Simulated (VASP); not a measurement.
The system is CdTe.

```
Cd Te
1.0
     0.00000    3.28211    3.28211
     3.28211    0.00000    3.28211
     3.28211    3.28211    0.00000
Cd Te
1 1
Direct
  0.00000 0.00000 0.00000
  0.25000 0.25000 0.25000
```

```yaml
Program: VASP 6.6.1
Task: relaxation of cell and atoms
Functional: PBEsol
Potentials_or_basis: VASP PAW PBE potentials, release 64 (Cd, Te)
Cutoff: 600 eV
k_mesh: 8 × 8 × 8
Occupations: gaussian, width 0.02 eV
Spin: no spin polarisation
```

At the start: pressure -1.2 GPa; volume 35.36 Å³/atom.

Problem. How do energy, volume and symmetry change on relaxing?

Solution. Over 3 steps the energy falls by 4.3 meV/atom and the volume is 34.26 Å³/atom (-3.1 %); space group F-43m (No. 216, to 0.05 Å).

Step by step:
```
step  energy change (eV)  largest force (eV/Å)  pressure (GPa)  volume (Å³)
   1              0.0000                0.0000           -1.21        70.71
   2             -0.0081                0.0000            0.31        68.02
   3             -0.0086                0.0000            0.01        68.51
```

Final structure:
```xyz
2
Lattice="0.0000 3.2477 3.2477 3.2477 0.0000 3.2477 3.2477 3.2477 0.0000" Properties=species:S:1:pos:R:3 pbc="T T T"
Cd    0.0000    0.0000    0.0000
Te    1.6239    1.6239    1.6239
```

Caveat: the PAW data sets were made with another functional, which shifts forces and pressure a little.
